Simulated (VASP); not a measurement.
# K4Mg3ZnF12 (P1) in VASP: single point with PBEsol

Aim: the single point of K4Mg3ZnF12 with PBEsol.

Program: VASP 6.6.1. These are calculated values, not measurements. Logs are shortened: lines on timing, memory, paths and dates and some standing lists are left out, and cuts for length are marked.

### Step 1. The cell of the first run

The typed cell holds 40 atoms: a = 8.016 Å, b = 8.016 Å, c = 8.016 Å, α = 90.00°, β = 90.00°, γ = 90.00°.

### Step 2. Single point, PBEsol

The input, INCAR:

```
ALGO = Normal ; EDIFF = 1E-6
ENCUT = 520 ; GGA = PS
ISIF = 2 ; ISMEAR = -1
ISYM = 0 ; LASPH = True
LCHARG = False ; LREAL = Auto
LWAVE = False ; NBANDS = 164
NELM = 60 ; PREC = Accurate
SIGMA = 0.05
```

The input, KPOINTS:

```
Automatic mesh
0
Gamma
  1 1 1
  0.25 0.25 0.25
```

The input, POSCAR:

```
K4Mg3ZnF12
1.0
    8.0157162520      0.0000000000      0.0000000000
    0.0000000000      8.0157162520      0.0000000000
    0.0000000000      0.0000000000      8.0157162520
K Mg Zn F
8 6 2 24
Direct
    0.9995790000      0.0001270000      0.0003990000
    0.9994520000      0.0000930000      0.5003250000
    0.9991830000      0.5001400000      0.0004690000
    0.9989790000      0.5002560000      0.5002870000
    0.4994960000      0.0001860000      0.0002390000
    0.4995710000      0.0001700000      0.5005030000
    0.4999910000      0.5001570000      0.0002770000
    0.5001540000      0.5002040000      0.5003650000
    0.2495480000      0.2502030000      0.2504040000
    0.2495830000      0.2502460000      0.7503010000
    0.2496130000      0.7501680000      0.2504730000
    0.2495510000      0.7500120000      0.7504010000
    0.7495870000      0.2502210000      0.7503250000
    0.7495170000      0.7501730000      0.2503610000
    0.7495710000      0.2499680000      0.2503210000
    0.7495490000      0.7503550000      0.7503880000
    0.2493800000      0.2498580000      0.0002670000
    0.2498370000      0.2504790000      0.5004520000
    0.2499910000      0.7504790000      0.0005220000
    0.2492910000      0.7499280000      0.5003490000
    0.7498200000      0.2505920000      0.9975550000
    0.7494320000      0.2502330000      0.5030830000
    0.7492970000      0.7501870000      0.0030910000
    0.7499130000      0.7505640000      0.4976550000
    0.0023880000      0.2503380000      0.2505510000
    0.9997920000      0.2492730000      0.7501350000
    0.9998780000      0.7504200000      0.2500940000
    0.0024720000      0.7511520000      0.7508630000
    0.4968070000      0.2504220000      0.2500630000
    0.4994120000      0.2510540000      0.7505080000
    0.4993530000      0.7502690000      0.2507140000
    0.4966570000      0.7490310000      0.7500360000
    0.2497030000      0.0001830000      0.2507200000
    0.2505290000      0.0003200000      0.7501060000
    0.2496100000      0.5002570000      0.2500540000
    0.2486240000      0.4999950000      0.7507170000
    0.7495830000      0.9975380000      0.2501700000
    0.7486300000      0.0029310000      0.7505970000
    0.7497240000      0.5029610000      0.2505050000
    0.7505780000      0.4976010000      0.7501700000
```

Potentials or basis: VASP PAW PBE potentials, release 64 (K_sv, Mg, Zn, F).

Started as:

```console
> cat potpaw_PBE.64/K_sv/POTCAR potpaw_PBE.64/Mg/POTCAR potpaw_PBE.64/Zn/POTCAR potpaw_PBE.64/F/POTCAR > POTCAR
> mpirun -np 1 vasp_std > vasp.out
```

OUTCAR:

```text
EDIFF = 1E-6
   ENCUT = 520
   GGA = PS
   ISIF = 2
   ISMEAR = -1
   ISYM = 0
   LASPH = True
   LREAL = Auto
   NELM = 60
   PREC = Accurate

 ion  position               nearest neighbor table
   1  1.000  0.000  0.000-  28 2.83  27 2.83  26 2.83  17 2.83  37 2.83  19 2.83  23 2.84  21 2.84
                            25 2.84  33 2.84  38 2.84  34 2.84  14 3.47   9 3.47  11 3.47  12 3.47
   2  0.999  0.000  0.500-  26 2.83  24 2.83  28 2.83  33 2.83  27 2.83  20 2.83  25 2.83  37 2.83
                            22 2.83  18 2.84  34 2.84  38 2.84  14 3.47  11 3.47  13 3.47   9 3.47
   3  0.999  0.500  0.000-  40 2.83  21 2.83  36 2.83  39 2.83  25 2.83  27 2.83  23 2.83  35 2.83
                            17 2.84  28 2.84  19 2.84  26 2.84  14 3.47  13 3.47   9 3.47  12 3.47
   4  0.999  0.500  0.500-  40 2.82  39 2.83  24 2.83  22 2.83  25 2.83  20 2.83  36 2.83  27 2.84
                            18 2.84  26 2.84  35 2.84  28 2.84  14 3.47  13 3.47  11 3.47  12 3.47
   5  0.499  0.000  0.000-  38 2.83  34 2.83  19 2.83  17 2.83  23 2.83  37 2.83  29 2.83  33 2.84
                            31 2.84  30 2.84  21 2.84  32 2.84  10 3.47  12 3.47  13 3.47   9 3.47
   6  0.500  0.000  0.501-  34 2.83  38 2.83  33 2.83  31 2.83  22 2.83  24 2.83  18 2.83  37 2.84
                            20 2.84  32 2.84  29 2.84  30 2.84  10 3.47  13 3.47  11 3.47  12 3.47
   7  0.500  0.500  0.000-  30 2.83  32 2.83  23 2.83  21 2.83  29 2.83  39 2.83  35 2.83  19 2.84
                            31 2.84  40 2.84  17 2.84  36 2.84  13 3.47  14 3.47  12 3.47  10 3.47
   8  0.500  0.500  0.500-  32 2.83  22 2.83  30 2.83  39 2.83  31 2.83  18 2.83  29 2.83  24 2.83
                            40 2.84  20 2.84  35 2.84  36 2.84  14 3.47  13 3.47  11 3.47  12 3.47
   9  0.250  0.250  0.250-  25 1.98  29 1.98  33 2.00  18 2.00  35 2.00  17 2.01   1 3.47   2 3.47
                             5 3.47   6 3.47   3 3.47   4 3.47   7 3.47   8 3.47
  10  0.250  0.250  0.750-  36 2.00  26 2.00  30 2.00  18 2.00  34 2.00  17 2.00   6 3.47   5 3.47
                             1 3.47   2 3.47   7 3.47   3 3.47   8 3.47   4 3.47
  11  0.250  0.750  0.250-  27 2.00  31 2.00  20 2.00  35 2.00  19 2.00  33 2.00   2 3.47   6 3.47
                             1 3.47   5 3.47   4 3.47   8 3.47   3 3.47   7 3.47
  12  0.250  0.750  0.750-  28 1.98  32 1.98  36 2.00  20 2.00  19 2.00  34 2.01   5 3.47   6 3.47
                             1 3.47   7 3.47   2 3.47   3 3.47   4 3.47   8 3.47
  13  0.750  0.250  0.750-  21 1.98  22 1.98  38 1.98  40 1.98  30 2.01  26 2.01   8 3.47   4 3.47
                             7 3.47   3 3.47   6 3.47   2 3.47   5 3.47   1 3.47
  14  0.750  0.750  0.250-  39 1.98  23 1.98  24 1.98  37 1.98  31 2.01  27 2.01   4 3.47   8 3.47
                             3 3.47   7 3.47   2 3.47   1 3.47   6 3.47   5 3.47
  15  0.750  0.250  0.250-  37 2.02  22 2.03  29 2.03  21 2.03  25 2.03  39 2.03
  16  0.750  0.750  0.750-  38 2.02  23 2.03  24 2.03  40 2.03  32 2.03  28 2.03
  17  0.249  0.250  0.000-  10 2.00   9 2.01   1 2.83   5 2.83   3 2.84   7 2.84
  18  0.250  0.250  0.500-  10 2.00   9 2.00   8 2.83   6 2.83   4 2.84   2 2.84
  19  0.250  0.750  0.001-  11 2.00  12 2.00   5 2.83   1 2.83   7 2.84   3 2.84
  20  0.249  0.750  0.500-  11 2.00  12 2.00   4 2.83   2 2.83   6 2.84   8 2.84
[... 18 lines left out ...]
  39  0.750  0.503  0.251-  14 1.98  15 2.03   4 2.83   8 2.83   3 2.83   7 2.83
  40  0.751  0.498  0.750-  13 1.98  16 2.03   4 2.82   3 2.83   8 2.84   7 2.84

IMPORTANT INFORMATION: All symmetrisations will be switched off!
NOSYMM: (Re-)initialisation of all symmetry stuff for point group C_1.

----------------------------------------------------------------------------------------

                                     Primitive cell

  volume of cell :     515.0235

  direct lattice vectors                    reciprocal lattice vectors
     8.015716252  0.000000000  0.000000000     0.124754915  0.000000000  0.000000000
     0.000000000  8.015716252  0.000000000     0.000000000  0.124754915  0.000000000
     0.000000000  0.000000000  8.015716252     0.000000000  0.000000000  0.124754915

  length of vectors
     8.015716252  8.015716252  8.015716252     0.124754915  0.124754915  0.124754915

  position of ions in fractional coordinates (direct lattice)
     0.999579000  0.000127000  0.000399000
     0.999452000  0.000093000  0.500325000
     0.999183000  0.500140000  0.000469000
     0.998979000  0.500256000  0.500287000
     0.499496000  0.000186000  0.000239000
     0.499571000  0.000170000  0.500503000
[... 32 lines left out ...]
     0.749724000  0.502961000  0.250505000
     0.750578000  0.497601000  0.750170000

  ion indices of the primitive-cell ions
   primitive index   ion index
                 1           1
                 2           2
                 3           3
                 4           4
                 5           5
                 6           6
[... 32 lines left out ...]
                39          39
                40          40

----------------------------------------------------------------------------------------

 KPOINTS: Automatic mesh

Automatic generation of k-mesh.
 Grid dimensions read from file:
 generate k-points for:    1    1    1

 Generating k-lattice:

  Cartesian coordinates                     Fractional coordinates (reciprocal lattice)
     0.124754915  0.000000000  0.000000000     1.000000000  0.000000000  0.000000000
     0.000000000  0.124754915  0.000000000     0.000000000  1.000000000  0.000000000
     0.000000000  0.000000000  0.124754915     0.000000000  0.000000000  1.000000000

  Length of vectors
     0.124754915  0.124754915  0.124754915

  Shift w.r.t. Gamma in fractional coordinates (k-lattice)
     0.250000000  0.250000000  0.250000000

 Subroutine IBZKPT returns following result:
 ===========================================

 Found      4 irreducible k-points:

 Following reciprocal coordinates:
            Coordinates               Weight
  0.250000  0.250000  0.250000      2.000000
 -0.250000  0.250000  0.250000      2.000000
 -0.250000 -0.250000  0.250000      2.000000
  0.250000 -0.250000  0.250000      2.000000
   k-points           NKPTS =      4   k-points in BZ     NKDIM =      4   number of bands    NBANDS=    164
   number of dos      NEDOS =    301   number of ions     NIONS =     40
   total plane-waves  NPLWV = 216000
   dimension x,y,z NGX =    60 NGY =   60 NGZ =   60
   dimension x,y,z NGXF=   120 NGYF=  120 NGZF=  120
   ions per type =               8   6   2  24
   NGX,Y,Z   is equivalent  to a cutoff of  12.44, 12.44, 12.44 a.u.
   NGXF,Y,Z  is equivalent  to a cutoff of  24.89, 24.89, 24.89 a.u.
 SYSTEM =  unknown system
   PREC   = accura    normal or accurate (medium, high low for compatibility)
   ISTART =      0    job   : 0-new  1-cont  2-samecut
   ICHARG =      2    charge: 1-file 2-atom 10-const
   ISPIN  =      1    spin polarized calculation?
   LNONCOLLINEAR =      F non collinear calculations
   LSORBIT =      F    spin-orbit coupling
   LASPH  =      T    aspherical Exc in radial PAW
   ENCUT  =  520.0 eV  38.22 Ry    6.18 a.u.  14.90 14.90 14.90*2*pi/ulx,y,z
   NELM   =     60;   NELMIN=  2; NELMDL= -5     # of ELM steps
   EDIFF  = 0.1E-05   stopping-criterion for ELM
   LREAL  =      T    real-space projection
   EDIFFG = 0.1E-04   stopping-criterion for IOM
   NSW    =      0    number of steps for IOM
   IBRION =     -1    ionic relax: 0-MD 1-quasi-New 2-CG
   NFREE  =      0    steps in history (QN), initial steepest desc. (CG)
   ISIF   =      2    stress and relaxation
   ISYM   =      0    0-nonsym 1-usesym 2-fastsym
   POTIM  = 0.5000    time-step for ionic-motion
   TEBEG  =    0.0;   TEEND  =   0.0 temperature during run
   PSTRESS=    0.0 pullay stress
   NELECT =     276.0000    total number of electrons
   NUPDOWN=      -1.0000    fix difference up-down
   EMIN   =  10.00;   EMAX   =-10.00  energy-range for DOS
   EFERMI =   0.00;   METHOD = LEGACY
   ISMEAR =    -1;   SIGMA  =   0.05  broadening in eV -4-tet -1-fermi 0-gaus
   EFERMI_NEDOS =   21; number of points for ismear=-14 and -15
   IALGO  =     38    algorithm
   IMIX   =      4    mixing-type and parameters
     AMIX     =   0.40;   BMIX     =  1.00
     AMIX_MAG =   1.60;   BMIX_MAG =  1.00
  volume/ion in A,a.u.               =      12.88        86.89
  Fermi-wavevector in a.u.,A,eV,Ry     =   1.329747  2.512857 24.058172  1.768226
  Thomas-Fermi vector in A             =   2.458886
   LORBIT       =      0    0 simple, 1 ext, 2 COOP (PROOUT), +10 PAW based schemes
   GGA     = PS    functional components
   LHFCALC =     F    Hartree Fock is set to
   AEXX    =    0.0000 exact exchange contribution
   IVDW    =     0    specifies the selected vdW correction
   LEPSILON=     F    determine dielectric tensor
   LRPA    =     F    only Hartree local field effects (RPA)
 non-spin polarized calculation
  energy-cutoff  :      520.00
  volume of cell :      515.02
 maximum number of plane-waves:     13823
   NGX = 29   NGY = 29   NGZ = 29

 number of electron     275.9999784 magnetization

 Free energy of the ion-electron system (eV)
  ---------------------------------------------------
  ext. energy  EPLUGINS =         0.00000000
  ---------------------------------------------------
  free energy    TOTEN  =      -194.21934431 eV

  energy without entropy =     -194.21934431  energy(sigma->0) =     -194.21934431

 E-fermi :  -0.0661     XC(G=0):  -9.9730

 val. band max:       -1.3936989436   @ k =  -0.2500  -0.2500   0.2500
 cond. band min:       5.2595714670   @ k =  -0.2500   0.2500   0.2500
 fundamental gap:      6.6532704105
 Fermi energy:        -0.0661117216

 k-point     1 :       0.2500    0.2500    0.2500
  band No.  band energies     occupation
      1     -27.3541      2.00000
      2     -27.3365      2.00000
      3     -27.3362      2.00000
      4     -27.3360      2.00000
      5     -27.3224      2.00000
      6     -27.3221      2.00000
[... 142 lines left out ...]
    149       8.7312      0.00000
    150       8.7411      0.00000

 k-point     2 :      -0.2500    0.2500    0.2500
  band No.  band energies     occupation
      1     -27.3541      2.00000
      2     -27.3365      2.00000
      3     -27.3362      2.00000
      4     -27.3360      2.00000
      5     -27.3224      2.00000
      6     -27.3221      2.00000
[... 142 lines left out ...]
    149       8.7305      0.00000
    150       8.7415      0.00000

 k-point     3 :      -0.2500   -0.2500    0.2500
  band No.  band energies     occupation
      1     -27.3541      2.00000
      2     -27.3365      2.00000
      3     -27.3362      2.00000
      4     -27.3360      2.00000
      5     -27.3224      2.00000
      6     -27.3221      2.00000
[... 142 lines left out ...]
    149       8.7305      0.00000
    150       8.7412      0.00000

 k-point     4 :       0.2500   -0.2500    0.2500
  band No.  band energies     occupation
      1     -27.3541      2.00000
      2     -27.3365      2.00000
      3     -27.3362      2.00000
      4     -27.3360      2.00000
      5     -27.3224      2.00000
      6     -27.3221      2.00000
[... 142 lines left out ...]
    149       8.7307      0.00000
    150       8.7412      0.00000
 [bands above 150 left out]

------------------------ aborting loop because EDIFF is reached ----------------------------------------

  FORCE on cell =-STRESS in cart. coord.  units (eV):
  Direction    XX          YY          ZZ          XY          YZ          ZX
  --------------------------------------------------------------------------------------
  -------------------------------------------------------------------------------------
  Total       -0.8812770     -0.8783677     -0.8732269      0.0008551      0.0004912      0.0029124
  in kB       -2.7415490     -2.7324985     -2.7165062      0.0026602      0.0015279      0.0090603
  external PRESSURE =      -2.7301845 kB  Pullay stress =       0.0000000 kB

 VOLUME and BASIS-vectors are now :
 -----------------------------------------------------------------------------
  energy-cutoff  :      520.00
  volume of cell :      515.02
      direct lattice vectors                 reciprocal lattice vectors
     8.015716252  0.000000000  0.000000000     0.124754915  0.000000000  0.000000000
     0.000000000  8.015716252  0.000000000     0.000000000  0.124754915  0.000000000
     0.000000000  0.000000000  8.015716252     0.000000000  0.000000000  0.124754915

 POSITION                                       TOTAL-FORCE (eV/Angst)
 -----------------------------------------------------------------------------------
      8.01234      0.00102      0.00320        -0.003581      0.002268      0.000592
      8.01132      0.00075      4.01046        -0.002941      0.003025      0.003557
      8.00917      4.00898      0.00376        -0.000099      0.000544      0.001056
      8.00753      4.00991      4.01016         0.001248      0.000207      0.002863
      4.00382      0.00149      0.00192         0.002341      0.002239      0.002709
      4.00442      0.00136      4.01189         0.000404      0.002216     -0.000122
[... 32 lines left out ...]
      6.00957      4.03159      2.00798         0.000349      0.068942     -0.001542
      6.01642      3.98863      6.01315        -0.003636     -0.076883     -0.001918
 -----------------------------------------------------------------------------------
    total drift:                               -0.038209      0.010643      0.039103

  FREE ENERGIE OF THE ION-ELECTRON SYSTEM (eV)
  ---------------------------------------------------
  free  energy   TOTEN  =      -194.2193443083 eV

  energy  without entropy=     -194.2193443083  energy(sigma->0) =     -194.21934431
```

Run time: 22 min. Hardware: 1 thread of AMD EPYC 7R43 (Zen 3), shared host; peak memory 0.56 GiB.

Results:

| Item | Value |
| --- | --- |
| Free energy | -194.2193 eV |
| Pressure | -0.3 GPa |
| Largest force | 0.083 eV/Å |
| Band gap on the k mesh | 6.65 eV |

Forces in eV/Å, atoms in the order of the input:
```
K   -0.004  0.002  0.001
K   -0.003  0.003  0.004
K    0.000  0.001  0.001
K    0.001  0.000  0.003
K    0.002  0.002  0.003
K    0.000  0.002  0.000
K   -0.003  0.000  0.001
K   -0.005  0.000 -0.001
Mg   0.006  0.006 -0.003
Mg  -0.001 -0.003  0.003
Mg   0.001 -0.001 -0.005
Mg   0.000  0.006  0.002
Mg   0.004  0.001  0.001
Mg   0.005  0.008 -0.003
Zn   0.000  0.017 -0.002
Zn   0.003 -0.005  0.002
F   -0.002  0.000  0.001
F   -0.002  0.001  0.001
F   -0.001  0.002  0.002
F   -0.004 -0.001  0.000
F    0.000 -0.006 -0.072
F    0.002 -0.004  0.070
F    0.002 -0.001  0.073
F    0.001 -0.004 -0.076
F    0.076 -0.005 -0.001
F   -0.003 -0.002  0.000
F   -0.007 -0.002  0.001
F    0.070 -0.004 -0.005
F   -0.073 -0.006  0.001
F    0.000  0.001  0.000
F    0.000  0.000  0.004
F   -0.064  0.006  0.000
F   -0.003 -0.003  0.003
F    0.001 -0.005  0.000
F   -0.002  0.005  0.003
F    0.004  0.004 -0.004
F    0.001 -0.083 -0.001
F    0.003  0.076 -0.003
F    0.000  0.069 -0.002
F   -0.004 -0.077 -0.002
```

Caveat: the k points lie up to 0.78 Å⁻¹ apart; the PAW data sets were made with another functional, which shifts forces and pressure a little. A k mesh can miss the band edges.
